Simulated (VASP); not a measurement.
Wanted: the native input for a VASP 6.6.1 run.

```
Task                   : single point
Functional             : PBEsol
Potentials or basis    : VASP PAW PBE potentials, release 64 (Rh_pv)
Cutoff                 : 520 eV
k mesh                 : 10 × 10 × 13
Occupations            : fermi-dirac, width 0.1 eV
Spin                   : no spin polarisation
Dipole correction      : no
Further INCAR settings : ALGO = Normal; EDIFF = 1e-07; NBANDS = 30
```

The structure of Rh lies in POSCAR:

```
Rh
1.0
    4.2236222179      0.0000000000      0.0000000000
   -2.1118111090      3.6577641367      0.0000000000
    0.0000000000      0.0000000000      2.5901627959
Rh
3
Direct
    0.0000000000      0.0000000000      0.0000000000
    0.3333333333      0.6666666667      0.5000000000
    0.6666666667      0.3333333333      0.5000000000
```

This cell differs from its parent crystal: volume scaled by 0.96.

One way to write it, as run:

INCAR

```
SYSTEM = Rh
  PREC = Accurate
  ENCUT = 520
  EDIFF = 1E-7
  ISMEAR = -1
  SIGMA = 0.1
  LREAL = .FALSE.
  LASPH = .TRUE.
  NELM = 80
  ALGO = Normal
  ISIF = 2
  LWAVE = .FALSE.
  LCHARG = .FALSE.
  GGA = PS
  NBANDS = 30
```

KPOINTS

```
Automatic mesh
0
G
  10 10 13
  0 0 0
```

Potentials or basis: VASP PAW PBE potentials, release 64 (Rh_pv).

Command:

```sh
$ cat potpaw_PBE.64/Rh_pv/POTCAR > POTCAR
$ mpirun -np 1 vasp_std > vasp.out
```

Results of the run:

* Pressure: 12.3 GPa

Caveat: the PAW data sets were made with another functional, which shifts forces and pressure a little.

Wall time 2.4 min on 1 thread of AMD EPYC 7R43 64-Core Processor (Zen 3) (shared host), peak memory 0.17 GiB.
